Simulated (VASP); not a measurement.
Write the native input for VASP 6.6.1 that does the following.

| Property | Result |
| --- | --- |
| Task | single point |
| Functional | PBE |
| Potentials or basis | VASP PAW PBE potentials, release 64 (Hg, Te) |
| Cutoff | 520 eV |
| k mesh | 14 × 14 × 14 |
| Occupations | gaussian, width 0.15 eV |
| Spin | no spin polarisation |
| Dipole correction | no |
| Further INCAR settings | ALGO = Normal; EDIFF = 1e-06; NBANDS = 16 |

The structure of HgTe lies in POSCAR:

```
HgTe
1.0
    0.0000000000      3.3202050000      3.2718525000
    3.3202050000      0.0000000000      3.2718525000
    3.3202050000      3.3202050000      0.0000000000
Hg Te
1 1
Direct
    0.0000000000      0.0000000000      0.0000000000
    0.7500000000      0.7500000000      0.7500000000
```

This cell differs from its parent crystal: strain +0.030 along x and y, +0.015 along z.

These files were run (other wordings do the same):

INCAR

```
SYSTEM = HgTe
ALGO     = Normal         ! electronic algorithm
EDIFF    = 1E-6           ! SCF threshold, eV
ENCUT    = 520            ! plane-wave cutoff, eV
GGA      = PE             ! functional
ISIF     = 2              ! what is computed and relaxed
ISMEAR   = 0              ! smearing method
LASPH    = .TRUE.         ! aspherical terms in the spheres
LCHARG   = .TRUE.         ! write CHGCAR
LELF     = .TRUE.         ! ELF
LREAL    = .FALSE.        ! projectors in reciprocal space
LVHAR    = .TRUE.       
LWAVE    = .FALSE.        ! write WAVECAR
NBANDS   = 16             ! bands
NELM     = 60             ! most SCF steps
PREC     = Accurate       ! precision mode
SIGMA    = 0.15           ! smearing width, eV
```

KPOINTS

```
k-points
0
G
  14 14 14
  0 0 0
```

Potentials or basis: VASP PAW PBE potentials, release 64 (Hg, Te).

Launch:

```bash
$ cat potpaw_PBE.64/Hg/POTCAR potpaw_PBE.64/Te/POTCAR > POTCAR
$ mpirun -np 1 vasp_std > vasp.out
```

Results of the run:

```yaml
Pressure: 0.7 GPa
```

Caveat: the cell differs from its parent crystal (strain +0.030 along x and y, +0.015 along z).

It took 5 min on 1 thread of Intel Xeon 8259CL, on a shared host, peak memory 0.43 GiB.
